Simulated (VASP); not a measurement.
Set up this calculation in VASP 6.6.1, as the native input.

```
Task                   : single point
Functional             : PBEsol
Potentials or basis    : VASP PAW PBE potentials, release 64 (Ga_d)
Cutoff                 : 520 eV
k mesh                 : 16 × 16 × 16
Occupations            : fermi-dirac, width 0.1 eV
Spin                   : no spin polarisation
Dipole correction      : no
Further INCAR settings : ALGO = Normal; EDIFF = 1e-06; NBANDS = 20
```

The structure of Ga lies in POSCAR:

```
Ga
1.0
    0.0000000000      2.8787377384      2.8787377384
    2.8787377384      0.0000000000      2.8787377384
    2.8787377384      2.8787377384      0.0000000000
Ga
2
Direct
    0.1250000000      0.1250000000      0.1250000000
    0.8750000000      0.8750000000      0.8750000000
```

One way to write it, as run:

INCAR

```
PREC = Accurate
ENCUT = 520
EDIFF = 1E-6
ISMEAR = -1
SIGMA = 0.1
LREAL = False
LASPH = True
NELM = 60
ALGO = Normal
ISIF = 2
LWAVE = False
LCHARG = False
GGA = PS
NBANDS = 20
```

KPOINTS

```
Automatic mesh
0
Gamma
  16 16 16
```

Potentials or basis: VASP PAW PBE potentials, release 64 (Ga_d).

The run is started by

```console
$ cat potpaw_PBE.64/Ga_d/POTCAR > POTCAR
$ mpirun -np 1 vasp_std > vasp.out
```

It gave:

```json
{
 "Pressure": "0.1 GPa",
 "Band gap on the k mesh": "zero (band 13 reaches 5.74 eV, above the bottom of band 14 at 1.26 eV)"
}
```

Caveat: the PAW data sets were made with another functional, which shifts forces and pressure a little.

Wall time 40 s on 1 thread of Intel(R) Xeon(R) 6975P-C (Granite Rapids), with other jobs on the host, peak memory 0.24 GiB.
